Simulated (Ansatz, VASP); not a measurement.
Mg3ZrN2 in VASP and in Ansatz

```
Mg Zr N
1.0
    -2.24330    2.24330    4.42896
     2.24330   -2.24330    4.42896
     2.24330    2.24330   -4.42896
Mg Zr N
3 1 2
Direct
  0.66086 0.16086 0.50000
  0.16086 0.66086 0.50000
  0.91105 0.91105 0.00000
  0.41076 0.41076 0.00000
  0.17475 0.17475 0.00000
  0.64665 0.64665 0.00000
```

Alike in both runs: functional PBE; k mesh 5 × 5 × 5; occupations gaussian, width 0.2 eV; no spin polarisation.

Ansatz relaxed the structure, and its values are those at the end. VASP's run is a single point on that final structure, the one shown.

|  | VASP | Ansatz |
| --- | --- | --- |
| version | VASP 6.6.1 | Ansatz 0.2.0 |
| potentials or method | VASP PAW PBE potentials, release 64 (Mg, Zr_sv, N), cutoff 600 eV | scalar-relativistic, plane waves, PAW |
| valence electrons in the cell | 28 | 52 |

|  | VASP | Ansatz | Ansatz less VASP |
| --- | --- | --- | --- |
| gap on the k mesh at the Fermi level (eV) | none | none | - |
| pressure (GPa) | -0.2 | 0.1 | +0.29 |
| rms of the force components (eV/Å) | 0.031 | 0.018 | -0.0129 |

A gap of «none» marks a metal or a gap that the smearing closes. VASP's potentials hold 28 valence electrons a cell and Ansatz's 52, so a difference there can come from the potentials and not from the codes.

The k mesh is coarse, so the values compare programs but aren't converged.
